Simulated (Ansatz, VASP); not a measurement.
# One calculation of Ge, two programs

INCAR

```
PREC = Accurate
ENCUT = 520
EDIFF = 1E-6
ISMEAR = 0
SIGMA = 0.15
LREAL = F
LASPH = T
NELM = 80
ALGO = Normal
ISIF = 2
LWAVE = F
LCHARG = F
GGA = PS
NBANDS = 36
```

KPOINTS

```
Automatic mesh
0
Gamma
  12 12 8
```

File POSCAR:

```
Ge
1.0
    4.1008171026      0.0000000000      0.0000000000
   -2.0504085513      3.5514117871      0.0000000000
    0.0000000000      0.0000000000      6.4993162329
Ge
4
Direct
    0.0000000000      0.0000000000      0.0711500000
    0.0000000000      0.0000000000      0.5711500000
    0.3333333333      0.6666666667      0.8211500000
    0.6666666667      0.3333333333      0.3211500000
```

Input for Ansatz:

```yaml
crystal:
  lattice:
    - [4.1008171026, 0.0, 0.0]
    - [-2.0504085513, 3.5514117871, 0.0]
    - [0.0, 0.0, 6.4993162329]
  atoms:
    - { symbol: Ge, position: [0.0, 0.0, 0.07115] }
    - { symbol: Ge, position: [0.0, 0.0, 0.57115] }
    - { symbol: Ge, position: [0.3333333333, 0.6666666667, 0.82115] }
    - { symbol: Ge, position: [0.6666666667, 0.3333333333, 0.32115] }
basis:
  ecutwfc: 420
kpoints:
  mp_grid: { grid: [12, 12, 8] }
hamiltonian:
  xc: pbesol
scf:
  occupations: { method: gaussian, width: 0.15 }
output:
  forces: true
  stress: true
  eigenvalues: true
```

Change from the starting cell: strain +0.080 along x and y, +0.040 along z, atoms carried along.

Alike in both runs: task single point; functional PBEsol; k mesh 12 × 12 × 8; occupations gaussian, width 0.15 eV; no spin polarisation.

|  | VASP | Ansatz |
| --- | --- | --- |
| version | VASP 6.6.1 | Ansatz 0.2.0 |
| potentials or method | VASP PAW PBE potentials, release 64 (Ge_d), cutoff 520 eV | scalar-relativistic, plane waves, PAW |
| valence electrons in the cell | 56 | 56 |

|  | VASP | Ansatz | Ansatz less VASP |
| --- | --- | --- | --- |
| gap on the k mesh at the Fermi level (eV) | none | none | - |
| pressure (GPa) | -8.8 | -8.9 | -0.11 |
| traceless stress, the component that is largest in VASP (GPa) | -1.09 | -1.09 | -0.008 |

VASP's potentials were made for PBE, not for PBEsol. A gap of «none» marks a metal or a gap that the smearing closes. With one functional, cell and mesh, what is left measures potentials, basis and numerics.
